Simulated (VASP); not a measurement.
# Ti (Fm-3m) in VASP: notebook

Runs on Ti. Level: PBEsol+D3(BJ). Tasks: single point.

Everything below comes from runs of VASP 6.6.1. Logs are shortened: lines on timing, memory, paths and dates and some standing lists are left out, and cuts for length are marked.

## Step 1: The cell of the first run

It takes space group Fm-3m (No. 225, cubic). The conventional cell has a = 3.994 Å, b = 3.994 Å, c = 3.994 Å, α = 90.00°, β = 90.00°, γ = 90.00°. Within 3.7 Å of Ti (site symmetry m-3m) lie 12 Ti at 2.82 Å.

## Step 2: Single point, PBEsol+D3(BJ)

The input, INCAR:

```
SYSTEM = Ti
PREC = Accurate
ENCUT = 500
EDIFF = 1E-6
ISMEAR = 1
SIGMA = 0.05
LREAL = .FALSE.
LASPH = .TRUE.
NELM = 120
ALGO = Normal
ISIF = 2
LWAVE = .FALSE.
LCHARG = .TRUE.
GGA = PS
IVDW = 12
LELF = .TRUE.
LVHAR = .TRUE.
NBANDS = 32
GGA_COMPAT = .FALSE.
```

The input, KPOINTS:

```
regular mesh
0
G
  6 6 6
  0 0 0
```

The input, POSCAR:

```
Ti
1.0
    3.9943880782      0.0000000000      0.0000000000
    0.0000000000      3.9943880782      0.0000000000
    0.0000000000      0.0000000000      3.9943880782
Ti
4
Direct
    0.0000000000      0.0000000000      0.0000000000
    0.0000000000      0.5000000000      0.5000000000
    0.5000000000      0.0000000000      0.5000000000
    0.5000000000      0.5000000000      0.0000000000
```

Potentials or basis: VASP PAW PBE potentials, release 64 (Ti_sv).

Run with:

```
> cat potpaw_PBE.64/Ti_sv/POTCAR > POTCAR
> mpirun -np 1 vasp_std > vasp.out
```

OUTCAR:

```text
SYSTEM = Ti
   PREC = Accurate
   ENCUT = 500
   EDIFF = 1E-6
   ISMEAR = 1
   LREAL = .FALSE.
   LASPH = .TRUE.
   NELM = 120
   ISIF = 2
   GGA = PS
   IVDW = 12
 IVDW          = 12

 ion  position               nearest neighbor table
   1  0.000  0.000  0.000-   2 2.82   3 2.82   4 2.82   2 2.82   3 2.82   2 2.82   4 2.82   2 2.82
                             3 2.82   4 2.82   3 2.82   4 2.82
   2  0.000  0.500  0.500-   1 2.82   3 2.82   4 2.82   1 2.82   4 2.82   1 2.82   3 2.82   1 2.82
                             3 2.82   4 2.82   4 2.82   3 2.82
   3  0.500  0.000  0.500-   1 2.82   2 2.82   4 2.82   1 2.82   4 2.82   2 2.82   4 2.82   4 2.82
                             1 2.82   2 2.82   1 2.82   2 2.82
   4  0.500  0.500  0.000-   1 2.82   2 2.82   3 2.82   2 2.82   3 2.82   1 2.82   3 2.82   3 2.82
                             1 2.82   2 2.82   2 2.82   1 2.82

  LATTYP: Found a simple cubic cell.
 ALAT       =     3.9943880782

  Lattice vectors:

 A1 = (   3.9943880782,   0.0000000000,   0.0000000000)
 A2 = (   0.0000000000,   3.9943880782,   0.0000000000)
 A3 = (   0.0000000000,   0.0000000000,   3.9943880782)

Analysis of symmetry for initial positions (statically):
=====================================================================
 Subroutine PRICEL returns following result:

  LATTYP: Found a face centered cubic cell.
 ALAT       =     3.9943880782

  Lattice vectors:

 A1 = (   1.9971940391,  -1.9971940391,   0.0000000000)
 A2 = (   1.9971940391,   0.0000000000,   1.9971940391)
 A3 = (   0.0000000000,  -1.9971940391,   1.9971940391)

   4 primitive cells build up your supercell.

 Routine SETGRP: Setting up the symmetry group for a
 simple cubic supercell.

 Subroutine GETGRP returns: Found 48 space group operations
 (whereof 48 operations were pure point group operations)
 out of a pool of 48 trial point group operations.

The static configuration has the point symmetry O_h .

Analysis of symmetry for dynamics (positions and initial velocities):
=====================================================================
 Subroutine PRICEL returns following result:

  LATTYP: Found a face centered cubic cell.
 ALAT       =     3.9943880782

  Lattice vectors:

 A1 = (   1.9971940391,  -1.9971940391,   0.0000000000)
 A2 = (   1.9971940391,   0.0000000000,   1.9971940391)
 A3 = (   0.0000000000,  -1.9971940391,   1.9971940391)

   4 primitive cells build up your supercell.

 Routine SETGRP: Setting up the symmetry group for a
 simple cubic supercell.

 Subroutine GETGRP returns: Found 48 space group operations
 (whereof 48 operations were pure point group operations)
 out of a pool of 48 trial point group operations.

The dynamic configuration has the point symmetry O_h .

 Subroutine INISYM returns: Found 48 space group operations
 (whereof 48 operations are pure point group operations),
 and found     4 'primitive' translations

----------------------------------------------------------------------------------------

                                     Primitive cell

  volume of cell :      15.9328

  direct lattice vectors                    reciprocal lattice vectors
     1.997194039 -1.997194039  0.000000000     0.250351238 -0.250351238 -0.250351238
     1.997194039  0.000000000  1.997194039     0.250351238  0.250351238  0.250351238
     0.000000000 -1.997194039  1.997194039    -0.250351238 -0.250351238  0.250351238

  length of vectors
     2.824458897  2.824458897  2.824458897     0.433621064  0.433621064  0.433621064

  position of ions in fractional coordinates (direct lattice)
     0.000000000  0.000000000  0.000000000

  ion indices of the primitive-cell ions
   primitive index   ion index
                 1           1

----------------------------------------------------------------------------------------

 KPOINTS: regular mesh

Automatic generation of k-mesh.
 Grid dimensions read from file:
 generate k-points for:    6    6    6

 Generating k-lattice:

  Cartesian coordinates                     Fractional coordinates (reciprocal lattice)
     0.041725206  0.000000000  0.000000000     0.166666667  0.000000000  0.000000000
     0.000000000  0.041725206  0.000000000     0.000000000  0.166666667  0.000000000
     0.000000000  0.000000000  0.041725206     0.000000000  0.000000000  0.166666667

  Length of vectors
     0.041725206  0.041725206  0.041725206

  Shift w.r.t. Gamma in fractional coordinates (k-lattice)
     0.000000000  0.000000000  0.000000000

 Subroutine IBZKPT returns following result:
 ===========================================

 Found     20 irreducible k-points:

 Following reciprocal coordinates:
            Coordinates               Weight
  0.000000  0.000000  0.000000      1.000000
  0.166667  0.000000  0.000000      6.000000
  0.333333  0.000000  0.000000      6.000000
  0.500000  0.000000  0.000000      3.000000
  0.166667  0.166667  0.000000     12.000000
  0.333333  0.166667  0.000000     24.000000
[... 12 lines left out ...]
  0.500000  0.500000  0.333333      6.000000
  0.500000  0.500000  0.500000      1.000000
   k-points           NKPTS =     20   k-points in BZ     NKDIM =     20   number of bands    NBANDS=     32
   number of dos      NEDOS =    301   number of ions     NIONS =      4
   total plane-waves  NPLWV =  27000
   dimension x,y,z NGX =    30 NGY =   30 NGZ =   30
   dimension x,y,z NGXF=    60 NGYF=   60 NGZF=   60
   ions per type =               4
   NGX,Y,Z   is equivalent  to a cutoff of  12.49, 12.49, 12.49 a.u.
   NGXF,Y,Z  is equivalent  to a cutoff of  24.97, 24.97, 24.97 a.u.
 SYSTEM =  Ti
   PREC   = accura    normal or accurate (medium, high low for compatibility)
   ISTART =      0    job   : 0-new  1-cont  2-samecut
   ICHARG =      2    charge: 1-file 2-atom 10-const
   ISPIN  =      1    spin polarized calculation?
   LNONCOLLINEAR =      F non collinear calculations
   LSORBIT =      F    spin-orbit coupling
   LASPH  =      T    aspherical Exc in radial PAW
   ENCUT  =  500.0 eV  36.75 Ry    6.06 a.u.   7.28  7.28  7.28*2*pi/ulx,y,z
   NELM   =    120;   NELMIN=  2; NELMDL= -5     # of ELM steps
   EDIFF  = 0.1E-05   stopping-criterion for ELM
   LREAL  =      F    real-space projection
   EDIFFG = 0.1E-04   stopping-criterion for IOM
   NSW    =      0    number of steps for IOM
   IBRION =     -1    ionic relax: 0-MD 1-quasi-New 2-CG
   NFREE  =      0    steps in history (QN), initial steepest desc. (CG)
   ISIF   =      2    stress and relaxation
   ISYM   =      2    0-nonsym 1-usesym 2-fastsym
   POTIM  = 0.5000    time-step for ionic-motion
   TEBEG  =    0.0;   TEEND  =   0.0 temperature during run
   PSTRESS=    0.0 pullay stress
   NELECT =      48.0000    total number of electrons
   NUPDOWN=      -1.0000    fix difference up-down
   EMIN   =  10.00;   EMAX   =-10.00  energy-range for DOS
   EFERMI =   0.00;   METHOD = LEGACY
   ISMEAR =     1;   SIGMA  =   0.05  broadening in eV -4-tet -1-fermi 0-gaus
   EFERMI_NEDOS =   21; number of points for ismear=-14 and -15
   IALGO  =     38    algorithm
   IMIX   =      4    mixing-type and parameters
     AMIX     =   0.40;   BMIX     =  1.00
     AMIX_MAG =   1.60;   BMIX_MAG =  1.00
  volume/ion in A,a.u.               =      15.93       107.52
  Fermi-wavevector in a.u.,A,eV,Ry     =   1.489492  2.814733 30.185721  2.218588
  Thomas-Fermi vector in A             =   2.602394
   LORBIT       =      0    0 simple, 1 ext, 2 COOP (PROOUT), +10 PAW based schemes
   GGA     = PS    functional components
   LHFCALC =     F    Hartree Fock is set to
   AEXX    =    0.0000 exact exchange contribution
   IVDW    =    12    specifies the selected vdW correction
   LEPSILON=     F    determine dielectric tensor
   LRPA    =     F    only Hartree local field effects (RPA)
 non-spin polarized calculation
 Methfessel and Paxton  Order N= 1 SIGMA  =   0.05
  energy-cutoff  :      500.00
  volume of cell :       63.73
 maximum number of plane-waves:      1647
 NGX is ok and might be reduce to    30
   NGX = 15   NGY = 15   NGZ = 15

 number of electron      47.9999989 magnetization

 Free energy of the ion-electron system (eV)
  ---------------------------------------------------
  ext. energy  EPLUGINS =         0.00000000
  ---------------------------------------------------
  free energy    TOTEN  =       -33.09264260 eV

  energy without entropy =      -33.08820681  energy(sigma->0) =      -33.09116400

 E-fermi :   9.0616     XC(G=0): -12.0527

 val. band max:        9.0539021794   @ k =   0.3333   0.3333   0.0000
 cond. band min:       9.0642965033   @ k =   0.3333   0.1667   0.0000
 fundamental gap:      0.0103943239
 Fermi energy:         9.0615739055

 k-point     1 :       0.0000    0.0000    0.0000
  band No.  band energies     occupation
      1     -47.2844      2.00000
      2     -47.0503      2.00000
      3     -47.0503      2.00000
      4     -47.0503      2.00000
      5     -23.9554      2.00000
      6     -23.9554      2.00000
[... 24 lines left out ...]
     31      12.3049      0.00000
     32      13.0134      0.00000

 k-point     2 :       0.1667    0.0000    0.0000
  band No.  band energies     occupation
      1     -47.2688      2.00000
      2     -47.0661      2.00000
      3     -47.0502      2.00000
      4     -47.0502      2.00000
      5     -23.9216      2.00000
      6     -23.9216      2.00000
[... 24 lines left out ...]
     31      11.8780      0.00000
     32      12.6662      0.00000
[... 593 lines left out ...]
     31       9.9936     -0.00000
     32       9.9936     -0.00000

 k-point    20 :       0.5000    0.5000    0.5000
  band No.  band energies     occupation
      1     -47.1075      2.00000
      2     -47.1075      2.00000
      3     -47.1075      2.00000
      4     -47.1075      2.00000
      5     -24.0189      2.00000
      6     -24.0189      2.00000
[... 24 lines left out ...]
     31       9.9216     -0.00000
     32       9.9216     -0.00000

------------------------ aborting loop because EDIFF is reached ----------------------------------------

 Edisp (eV)   -2.61771

 E8    (eV) :    -1.8316

  FORCE on cell =-STRESS in cart. coord.  units (eV):
  Direction    XX          YY          ZZ          XY          YZ          ZX
  --------------------------------------------------------------------------------------
  -------------------------------------------------------------------------------------
  Total      -0.72439    -0.72439    -0.72439    -0.00000     0.00000    -0.00000
  in kB     -18.21086   -18.21086   -18.21086    -0.00000     0.00000    -0.00000
  external pressure =      -18.21 kB  Pullay stress =        0.00 kB

 VOLUME and BASIS-vectors are now :
 -----------------------------------------------------------------------------
  energy-cutoff  :      500.00
  volume of cell :       63.73
      direct lattice vectors                 reciprocal lattice vectors
     3.994388078  0.000000000  0.000000000     0.250351238  0.000000000  0.000000000
     0.000000000  3.994388078  0.000000000     0.000000000  0.250351238  0.000000000
     0.000000000  0.000000000  3.994388078     0.000000000  0.000000000  0.250351238

 POSITION                                       TOTAL-FORCE (eV/Angst)
 -----------------------------------------------------------------------------------
      0.00000      0.00000      0.00000        -0.000000      0.000000     -0.000000
      0.00000      1.99719      1.99719        -0.000000      0.000000      0.000000
      1.99719      0.00000      1.99719         0.000000     -0.000000     -0.000000
      1.99719      1.99719      0.00000         0.000000     -0.000000     -0.000000
 -----------------------------------------------------------------------------------
    total drift:                                0.000000      0.000000     -0.000000

  FREE ENERGIE OF THE ION-ELECTRON SYSTEM (eV)
  ---------------------------------------------------
  free  energy   TOTEN  =       -35.7103511468 eV

  energy  without entropy=      -35.7059153489  energy(sigma->0) =      -35.70887255
```

It took 44 s on 1 thread of AMD EPYC 7R43 (Zen 3), shared host; peak memory 0.15 GiB.

What came out:

* Free energy: -35.7104 eV
* Pressure: -1.8 GPa
* Band gap on the k mesh: zero (band 24 reaches 9.97 eV, above the bottom of band 25 at 8.64 eV)
* Dispersion energy per atom: -0.654 eV

Caveat: three body term missing; the PAW data sets were made with another functional, which shifts forces and pressure a little; pairwise dispersion overbinds metals, which lowers pressure and volume.

## Step 3: Single point, PBEsol+D3(BJ)

This run uses another cell than the first one, of 17.61 Å³/atom, 1.105 times its volume.

The input, INCAR:

```
ALGO     = Normal         # electronic algorithm
EDIFF    = 1E-6           # SCF threshold, eV
ENCUT    = 500            # plane-wave cutoff, eV
GGA      = PS             # functional
GGA_COMPAT= False        
ISIF     = 2              # what is computed and relaxed
ISMEAR   = 1              # smearing method
IVDW     = 12             # dispersion correction
LASPH    = True           # aspherical terms in the spheres
LCHARG   = True           # write CHGCAR
LELF     = True           # ELF
LREAL    = False          # projectors in reciprocal space
LVHAR    = True         
LWAVE    = False          # write WAVECAR
NBANDS   = 32             # bands
NELM     = 120            # most SCF steps
PREC     = Accurate       # precision mode
SIGMA    = 0.05           # smearing width, eV
```

The input, KPOINTS:

```
k-points
0
Gamma
  6 6 6
```

The input, POSCAR:

```
Ti
1.0
    4.1300000000      0.0000000000      0.0000000000
    0.0000000000      4.1300000000      0.0000000000
    0.0000000000      0.0000000000      4.1300000000
Ti
4
Direct
    0.0000000000      0.0000000000      0.0000000000
    0.0000000000      0.5000000000      0.5000000000
    0.5000000000      0.0000000000      0.5000000000
    0.5000000000      0.5000000000      0.0000000000
```

Potentials or basis: VASP PAW PBE potentials, release 64 (Ti_sv).

Run with:

```
> cat potpaw_PBE.64/Ti_sv/POTCAR > POTCAR
> mpirun -np 1 vasp_std > vasp.out
```

Wall time 45 s (1 thread of AMD EPYC 7R43 (Zen 3), shared host); peak memory 0.15 GiB.

It converged, with:

```
Free energy                : -35.4306 eV
Pressure                   : -11.3 GPa
Band gap on the k mesh     : zero (band 24 reaches 8.80 eV, above the bottom of band 25 at 7.57 eV)
Dispersion energy per atom : -0.591 eV
```

Levels at points of the mesh, in eV from the Fermi level:
```csv
k point,band 20,band 21,band 22,band 23,band 24,band 25,band 26,band 27,band 28,band 29
"(0.00, 0.00, 0.00)",-2.56,-1.71,-1.71,-1.71,0.83,0.83,0.83,2.42,2.42,2.75
"(0.50, 0.00, 0.00)",-1.52,-0.59,-0.59,-0.41,-0.41,-0.41,-0.41,1.12,1.12,1.96
"(0.50, 0.50, 0.00)",-2.15,-0.35,-0.35,-0.35,-0.35,-0.04,-0.04,-0.04,-0.04,1.63
"(0.50, 0.50, 0.50)",-2.59,0.59,0.59,0.59,0.59,0.71,0.71,0.71,0.71,0.71
```

Caveat: three body term missing; the PAW data sets were made with another functional, which shifts forces and pressure a little; pairwise dispersion overbinds metals, which lowers pressure and volume.
